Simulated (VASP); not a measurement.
# Ga8Sb3P5 (R3m) in VASP: further runs, part 2 of 2

VASP 6.6.1.

**3. Relaxation of cell and atoms, PBEsol**

Contents of INCAR:

```
PREC = Accurate
ENCUT = 600
EDIFF = 1E-7
ISMEAR = 0
SIGMA = 0.03
LREAL = False
LASPH = True
NELM = 80
ALGO = Normal
ISIF = 3
LWAVE = False
LCHARG = False
GGA = PS
IBRION = 2
NSW = 90
EDIFFG = -0.005
KPAR = 4
```

Contents of KPOINTS:

```
Automatic mesh
0
Gamma
  6 6 5
```

Contents of POSCAR:

```
Ga8Sb3P5                                
1.0
   -0.0113982741      5.7037109250      5.7037109250
    5.6923126510      0.0000000000      5.6923126510
    5.6923126510      5.6923126510      0.0000000000
  Ga              Sb              P             
     8     3     5
Direct
     0.9734809256501954    0.0088396914499349    0.0088396914499349
     0.9855460164699865    0.9851078123390135    0.5146730855955003
     0.9855460164699865    0.5146730855955003    0.9851078123390135
     0.9855460164699865    0.5146730855955003    0.5146730855955003
     0.5203444064497353    0.9922358143520457    0.9922358143520457
     0.5203444064497353    0.9922358143520457    0.4951839648461732
     0.5203444064497353    0.4951839648461732    0.9922358143520457
     0.5039290771702432    0.4986903076099189    0.4986903076099189
     0.1259288488758658    0.1248518541420698    0.1248518541420698
     0.1259288488758658    0.1248518541420698    0.6243674428399949
     0.1259288488758658    0.6243674428399949    0.1248518541420698
     0.1253054236239419    0.6248981921253528    0.6248981921253528
     0.6214067296094806    0.1261977567968398    0.1261977567968398
     0.6268066761864588    0.1229507169346460    0.6251213034394477
     0.6268066761864588    0.6251213034394477    0.1229507169346460
     0.6268066761864588    0.6251213034394477    0.6251213034394477
```

Potentials or basis: VASP PAW PBE potentials, release 64 (Ga_d, Sb, P).

Launch:

```
$ cat potpaw_PBE.64/Ga_d/POTCAR potpaw_PBE.64/Sb/POTCAR potpaw_PBE.64/P/POTCAR > POTCAR
$ mpirun -np 4 vasp_std > vasp.out
```

OUTCAR:

```text
PREC = Accurate
   ENCUT = 600
   EDIFF = 1E-7
   ISMEAR = 0
   LREAL = False
   LASPH = True
   NELM = 80
   ISIF = 3
   GGA = PS
   IBRION = 2
   NSW = 90
   EDIFFG = -0.005

 ion  position               nearest neighbor table
   1  0.973  0.009  0.009-  13 2.32   9 2.53  11 2.53  10 2.53
   2  0.986  0.985  0.515-  14 2.37  12 2.37  10 2.57   9 2.57
   3  0.986  0.515  0.985-  15 2.37  12 2.37  11 2.57   9 2.57
   4  0.986  0.515  0.515-  16 2.37  12 2.37  10 2.57  11 2.57
   5  0.520  0.992  0.992-  14 2.42  15 2.42  13 2.43   9 2.60
   6  0.520  0.992  0.495-  14 2.42  16 2.42  13 2.43  10 2.60
[... 8 lines left out ...]
  15  0.627  0.625  0.123-   3 2.37   7 2.42   5 2.42   8 2.47
  16  0.627  0.625  0.625-   4 2.37   6 2.42   7 2.42   8 2.47

  LATTYP: Found a trigonal (rhomboedric) cell.
 ALAT       =     8.0662733994
 COS(alpha) =     0.5019973938

  Lattice vectors:

 A1 = (  -5.7037109251,   5.7037109250,   0.0113982740)
 A2 = (  -5.7037109251,   0.0113982740,   5.7037109250)
 A3 = (  -0.0113982741,   5.7037109250,   5.7037109250)

Analysis of symmetry for initial positions (statically):
=====================================================================
 Subroutine PRICEL returns:
 Original cell was already a primitive cell.

 Routine SETGRP: Setting up the symmetry group for a
 trigonal (rhombohedral) supercell.

 Subroutine GETGRP returns: Found  6 space group operations
 (whereof  6 operations were pure point group operations)
 out of a pool of 12 trial point group operations.

The static configuration has the point symmetry C_3v.

Analysis of symmetry for dynamics (positions and initial velocities):
=====================================================================
 Subroutine PRICEL returns:
 Original cell was already a primitive cell.

 Routine SETGRP: Setting up the symmetry group for a
 trigonal (rhombohedral) supercell.

 Subroutine GETGRP returns: Found  6 space group operations
 (whereof  6 operations were pure point group operations)
 out of a pool of 12 trial point group operations.

The dynamic configuration has the point symmetry C_3v.

 Subroutine INISYM returns: Found  6 space group operations
 (whereof  6 operations are pure point group operations),
 and found     1 'primitive' translations

----------------------------------------------------------------------------------------

                                     Primitive cell

  volume of cell :     369.9974

  direct lattice vectors                    reciprocal lattice vectors
    -0.011398274  5.703710925  5.703710925    -0.087574722  0.087574722  0.087574722
     5.692312651  0.000000000  5.692312651     0.087750082 -0.087750082  0.087925441
     5.692312651  5.692312651  0.000000000     0.087750082  0.087925441 -0.087750082

  length of vectors
     8.066273399  8.050145752  8.050145752     0.151683868  0.152088911  0.152088911

  position of ions in fractional coordinates (direct lattice)
     0.973480926  0.008839691  0.008839691
     0.985546016  0.985107812  0.514673086
     0.985546016  0.514673086  0.985107812
     0.985546016  0.514673086  0.514673086
     0.520344406  0.992235814  0.992235814
     0.520344406  0.992235814  0.495183965
[... 8 lines left out ...]
     0.626806676  0.625121303  0.122950717
     0.626806676  0.625121303  0.625121303
[... 93 lines left out ...]
  0.500000  0.000000  0.200000      2.000000
 [... further k-points ...]
   k-points           NKPTS =     92   k-points in BZ     NKDIM =     92   number of bands    NBANDS=     86
   number of dos      NEDOS =    301   number of ions     NIONS =     16
   total plane-waves  NPLWV = 262144
   dimension x,y,z NGX =    64 NGY =   64 NGZ =   64
   dimension x,y,z NGXF=   128 NGYF=  128 NGZF=  128
   ions per type =               8   3   5
   NGX,Y,Z   is equivalent  to a cutoff of  13.19, 13.22, 13.22 a.u.
   NGXF,Y,Z  is equivalent  to a cutoff of  26.38, 26.43, 26.43 a.u.
 SYSTEM =  unknown system
   PREC   = accura    normal or accurate (medium, high low for compatibility)
   ISTART =      0    job   : 0-new  1-cont  2-samecut
   ICHARG =      2    charge: 1-file 2-atom 10-const
   ISPIN  =      1    spin polarized calculation?
   LNONCOLLINEAR =      F non collinear calculations
   LSORBIT =      F    spin-orbit coupling
   LASPH  =      T    aspherical Exc in radial PAW
   ENCUT  =  600.0 eV  44.10 Ry    6.64 a.u.  16.11 16.08 16.08*2*pi/ulx,y,z
   NELM   =     80;   NELMIN=  2; NELMDL= -5     # of ELM steps
   EDIFF  = 0.1E-06   stopping-criterion for ELM
   LREAL  =      F    real-space projection
   EDIFFG = -.5E-02   stopping-criterion for IOM
   NSW    =     90    number of steps for IOM
   IBRION =      2    ionic relax: 0-MD 1-quasi-New 2-CG
   NFREE  =      1    steps in history (QN), initial steepest desc. (CG)
   ISIF   =      3    stress and relaxation
   ISYM   =      2    0-nonsym 1-usesym 2-fastsym
   POTIM  = 0.5000    time-step for ionic-motion
   TEBEG  =    0.0;   TEEND  =   0.0 temperature during run
   PSTRESS=    0.0 pullay stress
   NELECT =     144.0000    total number of electrons
   NUPDOWN=      -1.0000    fix difference up-down
   EMIN   =  10.00;   EMAX   =-10.00  energy-range for DOS
   EFERMI =   0.00;   METHOD = LEGACY
   ISMEAR =     0;   SIGMA  =   0.03  broadening in eV -4-tet -1-fermi 0-gaus
   EFERMI_NEDOS =   21; number of points for ismear=-14 and -15
   IALGO  =     38    algorithm
   IMIX   =      4    mixing-type and parameters
     AMIX     =   0.40;   BMIX     =  1.00
     AMIX_MAG =   1.60;   BMIX_MAG =  1.00
  volume/ion in A,a.u.               =      23.12       156.05
  Fermi-wavevector in a.u.,A,eV,Ry     =   1.195261  2.258716 19.437948  1.428649
  Thomas-Fermi vector in A             =   2.331231
   LORBIT       =      0    0 simple, 1 ext, 2 COOP (PROOUT), +10 PAW based schemes
   GGA     = PS    functional components
   LHFCALC =     F    Hartree Fock is set to
   AEXX    =    0.0000 exact exchange contribution
   IVDW    =     0    specifies the selected vdW correction
   LEPSILON=     F    determine dielectric tensor
   LRPA    =     F    only Hartree local field effects (RPA)
 conjugate gradient relaxation of ions
 non-spin polarized calculation
 Gauss-broadening in eV      SIGMA  =   0.03
  energy-cutoff  :      600.00
  volume of cell :      370.00
 maximum number of plane-waves:     12368
   NGX = 33   NGY = 33   NGZ = 33

 number of electron     144.0000021 magnetization

 Free energy of the ion-electron system (eV)
  ---------------------------------------------------
  ext. energy  EPLUGINS =         0.00000000
  ---------------------------------------------------
  free energy    TOTEN  =       -72.80760865 eV

  energy without entropy =      -72.80742058  energy(sigma->0) =      -72.80751461

 E-fermi :   5.2047     XC(G=0):  -9.7427

 val. band max:        5.2046955668   @ k =   0.0000   0.0000   0.0000
 cond. band min:       5.2046968676   @ k =   0.0000   0.0000   0.0000
 fundamental gap:      0.0000013007
 Fermi energy:         5.2046962921

 k-point     1 :       0.0000    0.0000    0.0000
  band No.  band energies     occupation
      1     -10.3614      2.00000
      2     -10.3614      2.00000
      3     -10.3546      2.00000
      4     -10.2908      2.00000
      5     -10.2908      2.00000
      6     -10.1924      2.00000
[... 2077 lines left out ...]
     83       8.7027      0.00000
     84       8.7453      0.00000

 [... further k-points ...]

 [bands above 84 left out]

------------------------ aborting loop because EDIFF is reached ----------------------------------------

  FORCE on cell =-STRESS in cart. coord.  units (eV):
  Direction    XX          YY          ZZ          XY          YZ          ZX
  --------------------------------------------------------------------------------------
  -------------------------------------------------------------------------------------
  Total        0.0179470      0.0179470      0.0179470     -0.0178589      0.0178589     -0.0178589
  in kB        0.0777150      0.0777150      0.0777150     -0.0773335      0.0773335     -0.0773335
  external PRESSURE =       0.0777150 kB  Pullay stress =       0.0000000 kB

 VOLUME and BASIS-vectors are now :
 -----------------------------------------------------------------------------
  energy-cutoff  :      600.00
  volume of cell :      370.00
      direct lattice vectors                 reciprocal lattice vectors
    -0.011398274  5.703710925  5.703710925    -0.087574722  0.087574722  0.087574722
     5.692312651  0.000000000  5.692312651     0.087750082 -0.087750082  0.087925441
     5.692312651  5.692312651  0.000000000     0.087750082  0.087925441 -0.087750082

 POSITION                                       TOTAL-FORCE (eV/Angst)
 -----------------------------------------------------------------------------------
      0.08954      5.60277      5.60277         0.002264     -0.002264     -0.002264
      8.52599      8.55095     11.22881        -0.001814      0.001814      0.000954
      8.52599     11.22881      8.55095        -0.001814      0.000954      0.001814
      5.84813      8.55095      8.55095        -0.000954      0.001814      0.001814
     11.29030      8.61601      8.61601        -0.000268      0.000511      0.000511
      8.46093      5.78664      8.61601        -0.000511      0.000268      0.000511
[... 8 lines left out ...]
      4.25112      4.27500      7.13351         0.001062      0.000268     -0.001062
      7.10963      7.13351      7.13351        -0.000268     -0.001062     -0.001062
 -----------------------------------------------------------------------------------
    total drift:                               -0.000913      0.000922      0.000922

  FREE ENERGIE OF THE ION-ELECTRON SYSTEM (eV)
  ---------------------------------------------------
  free  energy   TOTEN  =       -72.8076086476 eV

  energy  without entropy=      -72.8074205811  energy(sigma->0) =      -72.80751461

 reached required accuracy - stopping structural energy minimisation
```

It took 13 min on 4 MPI ranks of Intel Xeon 6975P-C (Granite Rapids), shared host; peak memory 2.4 GiB.

Results:

```yaml
Free_energy: -72.8076 eV
Pressure_after_relaxing: 0.0 GPa
Largest_force_after_relaxing: 0.004 eV/Å
Band_gap_on_the_k_mesh: zero (filled and empty bands touch)
```

Forces in eV/Å, atoms in the order of the input:
```
Ga   0.002 -0.002 -0.002
Ga  -0.002  0.002  0.001
Ga  -0.002  0.001  0.002
Ga  -0.001  0.002  0.002
Ga   0.000  0.001  0.001
Ga  -0.001  0.000  0.001
Ga  -0.001  0.001  0.000
Ga   0.000  0.000  0.000
Sb   0.001  0.001  0.001
Sb  -0.001 -0.001  0.001
Sb  -0.001  0.001 -0.001
P    0.002 -0.002 -0.002
P    0.001 -0.001 -0.001
P    0.001 -0.001  0.000
P    0.001  0.000 -0.001
P    0.000 -0.001 -0.001
```

Final structure:
```
Ga Sb P
1.0
    -0.01140    5.70371    5.70371
     5.69231    0.00000    5.69231
     5.69231    5.69231    0.00000
Ga Sb P
8 3 5
Cartesian
  0.0895 5.6028 5.6028
  8.5260 8.5509 11.2288
  8.5260 11.2288 8.5509
  5.8481 8.5509 8.5509
  11.2903 8.6160 8.6160
  8.4609 5.7866 8.6160
  8.4609 8.6160 5.7866
  5.6717 5.7130 5.7130
  1.4200 1.4290 1.4290
  4.2634 4.2724 1.4290
  4.2634 1.4290 4.2724
  7.1128 4.2718 4.2718
  1.4296 4.2627 4.2627
  4.2511 7.1335 4.2750
  4.2511 4.2750 7.1335
  7.1096 7.1335 7.1335
```

Caveat: the relaxation stopped at its first step, so nothing moved; semilocal functionals underestimate gaps, so a narrow gap can read as zero; the PAW data sets were made with another functional, which shifts forces and pressure a little; spin-orbit coupling is left out, which moves the levels of the heavy elements.
